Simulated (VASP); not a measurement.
Runs of VASP 6.6.1 on AlN (wurtzite). The structure is that of space group P6_3mc (No. 186), or close to it. The cells are those of the table. 

```csv
task,cell,gap on the mesh (eV),pressure (GPa)
relaxation of the atoms,"atoms relaxed from a = 3.089, b = 3.089, c = 4.919 Å, angles 90.0, 90.0, 120.0°, 4 atoms",4.44,1.6
relaxation of the atoms,"atoms relaxed from a = 3.073, b = 3.073, c = 4.943 Å, angles 90.0, 90.0, 120.0°, 4 atoms",(a),2.9
single point,"a = 3.089, b = 3.089, c = 4.919 Å, angles 90.0, 90.0, 120.0°, 4 atoms",4.44,1.6
relaxation of the atoms,"atoms relaxed from a = 3.089, b = 3.089, c = 4.968 Å, angles 90.0, 90.0, 120.0°, 4 atoms",4.41,-0.4
```

Alike in all rows: level LDA; potentials or basis VASP PAW LDA potentials, release 64 (Al, N); no spin polarisation; k mesh 8 × 8 × 5; cutoff (eV) 520; smearing gaussian 0.01 eV.

Task: Estimate the missing entries.

Result: (a) 4.54.

A k mesh can miss the band edges.
